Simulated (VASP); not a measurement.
A run of VASP 6.6.1:

File INCAR:

```
PREC = Accurate ; ENCUT = 520
EDIFF = 1E-6 ; ISMEAR = 0
SIGMA = 0.05 ; LREAL = F
LASPH = T ; NELM = 80
ALGO = Normal ; ISIF = 2
LWAVE = F ; LCHARG = F
GGA = PE ; NBANDS = 11
```

File KPOINTS:

```
regular mesh
0
Gamma
  10 10 10
```

The input POSCAR:

```
AlN
1.0
    0.0000000000      2.2012588983      2.2012588983
    2.2012588983      0.0000000000      2.2012588983
    2.2012588983      2.2012588983      0.0000000000
Al N
1 1
Direct
   -0.0114379721      0.0114379721      0.0114379721
    0.7720328468      0.7279671532      0.7279671532
```

Potentials or basis: VASP PAW PBE potentials, release 64 (Al, N).

Run with:

```console
$ cat potpaw_PBE.64/Al/POTCAR potpaw_PBE.64/N/POTCAR > POTCAR
$ mpirun -np 1 vasp_std > vasp.out
```

Hardware: 1 thread of Intel(R) Xeon(R) 6975P-C (Granite Rapids) (shared host).

Question: How long does it take, and how much memory?

Answer: It took 10 s on 1 thread of Intel(R) Xeon(R) 6975P-C (Granite Rapids) (shared host), peak memory 0.16 GiB. Counts: scf iterations 12, k points 171.
